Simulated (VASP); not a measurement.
Input of a VASP 6.6.1 run:

Contents of INCAR:

```
PREC = Accurate
ENCUT = 520
EDIFF = 1E-6
ISMEAR = -1
SIGMA = 0.1
LREAL = False
LASPH = True
NELM = 100
ALGO = Normal
ISIF = 2
LWAVE = False
LCHARG = False
GGA = PS
NBANDS = 12
```

KPOINTS

```
regular mesh
0
Gamma
  8 8 7
```

POSCAR

```
N
1.0
    2.4767627997      0.0000000000      0.0000000000
   -1.2383813998      2.1449390238      0.0000000000
    0.0000000000      0.0000000000      2.4045363284
N
2
Direct
    0.6666666667      0.3333333333      0.2500000000
    0.3333333333      0.6666666667      0.7500000000
```

Potentials or basis: VASP PAW PBE potentials, release 64 (N).

Launch:

```bash
$ cat potpaw_PBE.64/N/POTCAR > POTCAR
$ mpirun -np 1 vasp_std > vasp.out
```

(1) Predict the pressure.

(2) Estimate the band gap on the k mesh.

## Answers

(1) 11.2 GPa.

(2) zero (band 5 reaches 9.04 eV, above the bottom of band 6 at 5.37 eV).

Caveat: the k points lie up to 0.37 Å⁻¹ apart; the PAW data sets were made with another functional, which shifts forces and pressure a little.
